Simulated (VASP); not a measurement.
Here is a VASP 6.6.1 calculation.

File INCAR:

```
SYSTEM = C
PREC     = Accurate       ! precision mode
ENCUT    = 520            ! plane-wave cutoff, eV
EDIFF    = 1E-7           ! SCF threshold, eV
ISMEAR   = -1             ! smearing method
SIGMA    = 0.05           ! smearing width, eV
LREAL    = .FALSE.        ! projectors in reciprocal space
LASPH    = .TRUE.         ! aspherical terms in the spheres
NELM     = 100            ! most SCF steps
ALGO     = Normal         ! electronic algorithm
ISIF     = 2              ! what is computed and relaxed
LWAVE    = .FALSE.        ! write WAVECAR
LCHARG   = .TRUE.         ! write CHGCAR
GGA      = PS             ! functional
LELF     = .TRUE.         ! ELF
LVHAR    = .TRUE.       
NBANDS   = 8              ! bands
```

Contents of KPOINTS:

```
Automatic mesh
0
G
  4 4 11
  0 0 0
```

File POSCAR:

```
C
1.0
    4.2551700000      0.0000000000      0.0000000000
    0.0000000000      4.2551700000      0.0000000000
    0.0000000000      0.0000000000      1.2822900000
C
1
Direct
    0.5000000000      0.5000000000      0.5000000000
```

Potentials or basis: VASP PAW PBE potentials, release 64 (C).

Command:

```sh
$ cat potpaw_PBE.64/C/POTCAR > POTCAR
$ mpirun -np 1 vasp_std > vasp.out
```

(1) Estimate the band gap on the k mesh.

(2) What does it give for the pressure?

## Answers

(1) zero (band 2 reaches 7.26 eV, above the bottom of band 3 at -7.26 eV).

(2) 0.3 GPa.

Caveat: the k points lie up to 0.45 Å⁻¹ apart; the PAW data sets were made with another functional, which shifts forces and pressure a little.
